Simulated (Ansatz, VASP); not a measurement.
Two plane-wave programs on Ru

```xyz
1
Lattice="2.4463 0.0000 0.0000 0.0000 2.4463 0.0000 0.0000 0.0000 2.4463" Properties=species:S:1:pos:R:3 pbc="T T T"
Ru    0.0000    0.0000    0.0000
```

Alike in both runs: task relaxation of cell and atoms; functional r2SCAN; k mesh 13 × 13 × 13; occupations fermi-dirac, width 0.05 eV; collinear spin.

|  | VASP | Ansatz |
| --- | --- | --- |
| version | VASP 6.6.1 | Ansatz 0.2.0 |
| potentials or method | VASP PAW PBE potentials, release 64 (Ru_sv), cutoff 620 eV | plane waves (500 eV) with PAW, scalar-relativistic |
| valence electrons in the cell | 16 | 16 |

VASP gave:

- net moment per atom (μB): 0.00
- relaxed volume (Å³/atom): 15.46
- relaxed length of the cell vector where the two differ most in proportion (Å): 2.491

Which values does Ansatz return?

net moment per atom (μB): 0.00; relaxed volume (Å³/atom): 15.45; relaxed length of the cell vector where the two differ most in proportion (Å): 2.490.

VASP's potentials were made for PBE, not for r2SCAN. Ansatz's warnings: seeded moment not kept.
